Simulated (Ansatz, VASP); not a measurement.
**Ru: VASP beside Ansatz**

File INCAR:

```
ALGO = Fast
EDIFF = 1E-6
ENCUT = 520
GGA = PS
ISIF = 2
ISMEAR = 0
LASPH = True
LCHARG = False
LREAL = False
LWAVE = False
NBANDS = 21
NELM = 60
PREC = Accurate
SIGMA = 0.15
```

Contents of KPOINTS:

```
k-points
0
Gamma
  24 24 12
```

POSCAR

```
Ru
1.0
    2.7057993342      0.0000000000      0.0000000000
   -1.3528996671      2.3432909610      0.0000000000
    0.0000000000      0.0000000000      4.2819000000
Ru
2
Direct
    0.3333333333      0.6666666667      0.2032917630
    0.6666666667      0.3333333333      0.7500000000
```

Input for Ansatz:

```yaml
crystal:
  lattice:
    - [2.7057993342, 0.0, 0.0]
    - [-1.3528996671, 2.343290961, 0.0]
    - [0.0, 0.0, 4.2819]
  atoms:
    - { symbol: Ru, position: [0.3333333333, 0.6666666667, 0.203291763] }
    - { symbol: Ru, position: [0.6666666667, 0.3333333333, 0.75] }
basis:
  ecutwfc: 420
kpoints:
  mp_grid: { grid: [24, 24, 12] }
hamiltonian:
  xc: pbesol
scf:
  occupations: { method: gaussian, width: 0.15 }
output:
  forces: true
  stress: true
  eigenvalues: true
```

Alike in both runs: task single point; functional PBEsol; k mesh 24 × 24 × 12; occupations gaussian, width 0.15 eV; no spin polarisation.

```csv
,VASP,Ansatz
version,VASP 6.6.1,Ansatz 0.2.0
potentials or method,"VASP PAW PBE potentials, release 64 (Ru_pv), cutoff 520 eV","scalar-relativistic, plane waves, PAW"
valence electrons in the cell,28,32
```

VASP gave:

```
gap on the k mesh at the Fermi level (eV)                     : none
pressure (GPa)                                                : 1.2
traceless stress, the component that is largest in VASP (GPa) : 6.03
rms of the force components (eV/Å)                            : 1.525
```

Task: What did Ansatz give for the same quantities?

Result: gap on the k mesh at the Fermi level (eV): none; pressure (GPa): 1.1; traceless stress, the component that is largest in VASP (GPa): 5.89; rms of the force components (eV/Å): 1.501.

VASP's potentials were made for PBE, not for PBEsol. Atom by atom the forces differ by 0.024 eV/Å (rms over components). A gap of «none» marks a metal or a gap that the smearing closes. VASP's potentials hold 28 valence electrons a cell and Ansatz's 32, so a difference there can come from the potentials and not from the codes.
